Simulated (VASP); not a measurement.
# Cu (P6_3/mmc) in VASP: further runs, part 3 of 3

VASP 6.6.1. Earlier steps stand in the parts before.

## 4. Single point, PBEsol (strain +0.000 along x and y, +0.025 along z)

INCAR reads:

```
  PREC = Accurate
  ENCUT = 520
  EDIFF = 1E-7
  ISMEAR = 0
  SIGMA = 0.15
  LREAL = F
  LASPH = T
  NELM = 80
  ALGO = Fast
  ISIF = 2
  LWAVE = F
  LCHARG = F
  GGA = PS
  NBANDS = 18
```

KPOINTS reads:

```
regular mesh
0
Gamma
  24 24 12
```

POSCAR reads:

```
Cu
1.0
    2.5340966698      0.0000000000      0.0000000000
   -1.2670483349      2.1945920917      0.0000000000
    0.0000000000      0.0000000000      4.2153852750
Cu
2
Direct
    0.3333333333      0.6666666667      0.2500000000
    0.6666666667      0.3333333333      0.7500000000
```

Potentials or basis: VASP PAW PBE potentials, release 64 (Cu).

Command:

```console
> cat potpaw_PBE.64/Cu/POTCAR > POTCAR
> mpirun -np 1 vasp_std > vasp.out
```

OUTCAR:

```text
PREC = Accurate
   ENCUT = 520
   EDIFF = 1E-7
   ISMEAR = 0
   LREAL = F
   LASPH = T
   NELM = 80
   ISIF = 2
   GGA = PS

 ion  position               nearest neighbor table
   1  0.333  0.667  0.250-   2 2.57   2 2.57   2 2.57   2 2.57   2 2.57   2 2.57
   2  0.667  0.333  0.750-   1 2.57   1 2.57   1 2.57   1 2.57   1 2.57   1 2.57

  LATTYP: Found a hexagonal cell.
 ALAT       =     2.5340966698
 C/A-ratio  =     1.6634666409

  Lattice vectors:

 A1 = (   2.5340966698,   0.0000000000,   0.0000000000)
 A2 = (  -1.2670483349,   2.1945920917,   0.0000000000)
 A3 = (   0.0000000000,   0.0000000000,   4.2153852750)

Analysis of symmetry for initial positions (statically):
=====================================================================
 Subroutine PRICEL returns:
 Original cell was already a primitive cell.

 Routine SETGRP: Setting up the symmetry group for a
 hexagonal supercell.

 Subroutine GETGRP returns: Found 24 space group operations
 (whereof 12 operations were pure point group operations)
 out of a pool of 24 trial point group operations.

The static configuration has the point symmetry D_3d.
 The point group associated with its full space group is D_6h.

Analysis of symmetry for dynamics (positions and initial velocities):
=====================================================================
 Subroutine PRICEL returns:
 Original cell was already a primitive cell.

 Routine SETGRP: Setting up the symmetry group for a
 hexagonal supercell.

 Subroutine GETGRP returns: Found 24 space group operations
 (whereof 12 operations were pure point group operations)
 out of a pool of 24 trial point group operations.

The dynamic configuration has the point symmetry D_3d.
 The point group associated with its full space group is D_6h.

 Subroutine INISYM returns: Found 24 space group operations
[... 107 lines left out ...]
   PSTRESS=    0.0 pullay stress
   NELECT =      22.0000    total number of electrons
   NUPDOWN=      -1.0000    fix difference up-down
   EMIN   =  10.00;   EMAX   =-10.00  energy-range for DOS
   EFERMI =   0.00;   METHOD = LEGACY
   ISMEAR =     0;   SIGMA  =   0.15  broadening in eV -4-tet -1-fermi 0-gaus
   EFERMI_NEDOS =   21; number of points for ismear=-14 and -15
   IALGO  =     68    algorithm
   IMIX   =      4    mixing-type and parameters
     AMIX     =   0.40;   BMIX     =  1.00
     AMIX_MAG =   1.60;   BMIX_MAG =  1.00
  volume/ion in A,a.u.               =      11.72        79.10
  Fermi-wavevector in a.u.,A,eV,Ry     =   1.602794  3.028841 34.952656  2.568948
  Thomas-Fermi vector in A             =   2.699558
   LORBIT       =      0    0 simple, 1 ext, 2 COOP (PROOUT), +10 PAW based schemes
   GGA     = PS    functional components
   LHFCALC =     F    Hartree Fock is set to
   AEXX    =    0.0000 exact exchange contribution
   IVDW    =     0    specifies the selected vdW correction
   LEPSILON=     F    determine dielectric tensor
   LRPA    =     F    only Hartree local field effects (RPA)
 non-spin polarized calculation
 RMM-DIIS sequential band-by-band and
 Gauss-broadening in eV      SIGMA  =   0.15
  energy-cutoff  :      520.00
  volume of cell :       23.44
 maximum number of plane-waves:       652
 NGX is ok and might be reduce to    20
   NGX =  9   NGY =  9   NGZ = 15

 number of electron      22.0000001 magnetization

 Free energy of the ion-electron system (eV)
  ---------------------------------------------------
  ext. energy  EPLUGINS =         0.00000000
  ---------------------------------------------------
  free energy    TOTEN  =        -8.59236315 eV

  energy without entropy =       -8.58523981  energy(sigma->0) =       -8.58880148

 E-fermi :   7.4698     XC(G=0): -12.9512

 val. band max:        7.4521294779   @ k =   0.4167   0.0833   0.3333
 cond. band min:       7.4922001376   @ k =   0.5000   0.0000   0.0833
 fundamental gap:      0.0400706597
 Fermi energy:         7.4697590223

 k-point     1 :       0.0000    0.0000    0.0000
  band No.  band energies     occupation
      1      -1.9527      2.00000
      2       2.3161      2.00000
      3       4.3767      2.00000
      4       4.5027      2.00000
      5       4.5027      2.00000
      6       4.6991      2.00000
[... 481 lines left out ...]
      5       4.4705      2.00000
      6       4.4960      2.00000
[... 10 lines left out ...]
     17      20.4100      0.00000
     18      27.3566      0.00000

 [... further k-points ...]
[... 5 lines left out ...]
  --------------------------------------------------------------------------------------
  -------------------------------------------------------------------------------------
  Total       -0.5339606     -0.5339606     -0.9090516      0.0000000      0.0000000      0.0000000
  in kB      -36.4926586    -36.4926586    -62.1276415      0.0000000      0.0000000      0.0000000
  external PRESSURE =     -45.0376529 kB  Pullay stress =       0.0000000 kB

 VOLUME and BASIS-vectors are now :
 -----------------------------------------------------------------------------
  energy-cutoff  :      520.00
  volume of cell :       23.44
      direct lattice vectors                 reciprocal lattice vectors
     2.534096670  0.000000000  0.000000000     0.394617937  0.227832772  0.000000000
    -1.267048335  2.194592092  0.000000000     0.000000000  0.455665544  0.000000000
     0.000000000  0.000000000  4.215385275     0.000000000  0.000000000  0.237226240

 POSITION                                       TOTAL-FORCE (eV/Angst)
 -----------------------------------------------------------------------------------
     -0.00000      1.46306      1.05385        -0.000000      0.000000      0.000000
      1.26705      0.73153      3.16154         0.000000     -0.000000      0.000000
 -----------------------------------------------------------------------------------
    total drift:                               -0.000000      0.000000     -0.000000

  FREE ENERGIE OF THE ION-ELECTRON SYSTEM (eV)
  ---------------------------------------------------
  free  energy   TOTEN  =        -8.5923631473 eV

  energy  without entropy=       -8.5852398098  energy(sigma->0) =       -8.58880148
```

OSZICAR:

```text
N       E                     dE             d eps       ncg     rms          rms(c)
DAV:   1     0.120674628598E+03    0.12067E+03   -0.10524E+04 16684   0.219E+03
DAV:   2    -0.456788231169E+01   -0.12524E+03   -0.11886E+03 15426   0.286E+02
DAV:   3    -0.107071494175E+02   -0.61393E+01   -0.58869E+01 17158   0.859E+01
DAV:   4    -0.107728662442E+02   -0.65717E-01   -0.65666E-01 18166   0.962E+00
DAV:   5    -0.107736903226E+02   -0.82408E-03   -0.82405E-03 18960   0.929E-01    0.119E+01
RMM:   6    -0.943573359777E+01    0.13380E+01   -0.13053E+01 17966   0.640E+01    0.690E+00
RMM:   7    -0.861247154817E+01    0.82326E+00   -0.23501E+00 17747   0.283E+01    0.143E+00
RMM:   8    -0.859500370104E+01    0.17468E-01   -0.67206E-02 18779   0.249E+00    0.367E-01
RMM:   9    -0.859212939883E+01    0.28743E-02   -0.13928E-02 18660   0.218E+00    0.313E-02
RMM:  10    -0.859234172432E+01   -0.21233E-03   -0.22656E-03 19170   0.591E-01    0.472E-02
RMM:  11    -0.859235902983E+01   -0.17306E-04   -0.37802E-04 20013   0.185E-01    0.198E-02
RMM:  12    -0.859236152733E+01   -0.24975E-05   -0.68620E-05 20637   0.842E-02    0.405E-03
RMM:  13    -0.859236301918E+01   -0.14918E-05   -0.11563E-05 18834   0.339E-02    0.383E-03
RMM:  14    -0.859236325770E+01   -0.23853E-06   -0.25961E-06 17624   0.144E-02    0.152E-03
RMM:  15    -0.859236314694E+01    0.11076E-06   -0.32815E-07 11953   0.747E-03    0.236E-04
RMM:  16    -0.859236314727E+01   -0.32651E-09   -0.10123E-07 10497   0.294E-03
   1 F= -.85923631E+01 E0= -.85888015E+01  d E =-.712334E-02
```

Run time: 76 s. Hardware: 1 thread of Intel Xeon 6975P-C (Granite Rapids), shared host; peak memory 0.25 GiB.

What came out:

```yaml
Free_energy: -8.5924 eV
Pressure: -4.5 GPa
Band_gap_on_the_k_mesh: zero (band 11 reaches 11.63 eV, above the bottom of band 12 at 5.54 eV)
```

Stress tensor (GPa, compression positive):
```
-3.65  0.00  0.00
 0.00 -3.65  0.00
 0.00  0.00 -6.21
```

Levels at points of the mesh, in eV from the Fermi level:
| k point | band 9 | band 10 | band 11 | band 12 | band 13 | band 14 |
| --- | --- | --- | --- | --- | --- | --- |
| (0.00, 0.00, 0.00) | -2.42 | -1.71 | -1.71 | -1.20 | 3.55 | 21.68 |
| (0.50, 0.00, 0.00) | -1.58 | -1.50 | 0.05 | 1.65 | 7.71 | 8.00 |
| (0.00, 0.00, 0.50) | -1.93 | -1.93 | -1.93 | -1.93 | 12.03 | 12.03 |
| (0.50, 0.00, 0.50) | -1.53 | -1.53 | 0.50 | 0.50 | 4.93 | 4.93 |

Caveat: the cell differs from its parent crystal (strain +0.000 along x and y, +0.025 along z); the PAW data sets were made with another functional, which shifts forces and pressure a little.

## 5. Summary

| cell | further INCAR settings | gap on the mesh (eV) | pressure (GPa) |
| --- | --- | --- | --- |
| a = 2.471, b = 2.471, c = 4.318 Å, angles 90.0, 90.0, 120.0°, 2 atoms | ALGO = Fast; EDIFF = 1e-06; NBANDS = 18 | none | 0.1 |
| a = 2.597, b = 2.597, c = 3.907 Å, angles 90.0, 90.0, 120.0°, 2 atoms | ALGO = Fast; EDIFF = 1e-07; NBANDS = 18 | none | 0.7 |
| a = 2.534, b = 2.534, c = 4.215 Å, angles 90.0, 90.0, 120.0°, 2 atoms | ALGO = Fast; EDIFF = 1e-07; NBANDS = 18 | none | -4.5 |

Alike in all rows: task single point; level PBEsol; potentials or basis VASP PAW PBE potentials, release 64 (Cu); no spin polarisation; k mesh 24 × 24 × 12; cutoff (eV) 520; smearing gaussian 0.15 eV.

Caveats: the PAW data sets were made with another functional, which shifts forces and pressure a little.

Absolute energies hang on the potentials; compare differences alone.
